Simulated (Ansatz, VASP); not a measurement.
**One calculation of TiGe2, two programs**

```
CELL_PARAMETERS angstrom
0.00000 4.22831 4.32777
2.47145 0.00000 4.32777
2.47145 4.22831 0.00000
ATOMIC_POSITIONS crystal
Ti 0.75000 0.75000 0.75000
Ti 0.50000 0.50000 0.50000
Ge 0.08134 0.41866 0.08134
Ge 0.16866 0.83134 0.16866
Ge 0.83134 0.16866 0.83134
Ge 0.41866 0.08134 0.41866
```

Alike in both runs: task relaxation of cell and atoms; functional LDA; k mesh 8 × 8 × 8; occupations fermi-dirac, width 0.15 eV; no spin polarisation.

|  | VASP | Ansatz |
| --- | --- | --- |
| version | VASP 6.6.1 | Ansatz 0.2.0 |
| potentials or method | VASP PAW LDA potentials, release 64 (Ti_sv, Ge_d), cutoff 500 eV | scalar-relativistic, plane waves, PAW |
| valence electrons in the cell | 80 | 80 |

VASP gave:

| Item | Value |
| --- | --- |
| gap on the k mesh at the Fermi level, each at its own relaxed structure (eV) | none |
| relaxed volume (Å³/atom) | 15.12 |
| relaxed cell length with the largest relative difference (Å) | 4.990 |

Problem. Estimate Ansatz's values.

Solution. gap on the k mesh at the Fermi level, each at its own relaxed structure (eV): none; relaxed volume (Å³/atom): 15.09; relaxed cell length with the largest relative difference (Å): 4.986.

LDA's correlation is that of Perdew and Zunger in VASP and of Perdew and Wang (1992) in Ansatz. A gap of «none» marks a metal or a gap that the smearing closes.
